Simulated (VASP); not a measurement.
A run of VASP 6.6.1 is set up as follows.

The input POSCAR:

```
CdSe
1.0
    0.0000000000      3.0906047130      3.0906047130
    3.0906047130      0.0000000000      3.0906047130
    3.0906047130      3.0906047130      0.0000000000
Cd Se
1 1
Direct
    0.0000000000      0.0000000000      0.0000000000
    0.2500000000      0.2500000000      0.2500000000
```

The input INCAR.step1:

```
  PREC = Accurate
  ENCUT = 520
  EDIFF = 1E-5
  ISMEAR = -1
  SIGMA = 0.05
  LREAL = F
  LASPH = T
  NELM = 80
  ALGO = Normal
  ISIF = 2
  LWAVE = T
  GGA = PE
  NBANDS = 16
```

INCAR.step2

```
  PREC = Accurate
  ENCUT = 520
  EDIFF = 1E-6
  ISMEAR = -1
  SIGMA = 0.05
  LREAL = F
  LASPH = T
  NELM = 80
  ALGO = Normal
  ISIF = 2
  LWAVE = F
  LCHARG = T
  GGA = B5
  LHFCALC = T
  AEXX = 0.5
  ALDAX = 0.5
  AGGAX = 0.5
  AGGAC = 1.0
  ALDAC = 0.0
  PRECFOCK = Normal
  LELF = T
  LVHAR = T
  ISTART = 1
  NBANDS = 16
```

The input KPOINTS:

```
regular mesh
0
Gamma
  4 4 4
```

Potentials or basis: VASP PAW PBE potentials, release 64 (Cd, Se).

The run is started by

```console
$ cat potpaw_PBE.64/Cd/POTCAR potpaw_PBE.64/Se/POTCAR > POTCAR
$ cp INCAR.step1 INCAR
$ mpirun -np 1 vasp_std > vasp.out
$ cp INCAR.step2 INCAR
$ mpirun -np 1 vasp_std > vasp.out
```

(1) Estimate the pressure.

(2) Predict the band gap on the k mesh.

Results:

(1) 0.3 GPa.

(2) 3.82 eV.

Caveat: the k points lie up to 0.44 Å⁻¹ apart; the PAW data sets were made with another functional, which shifts forces and pressure a little.
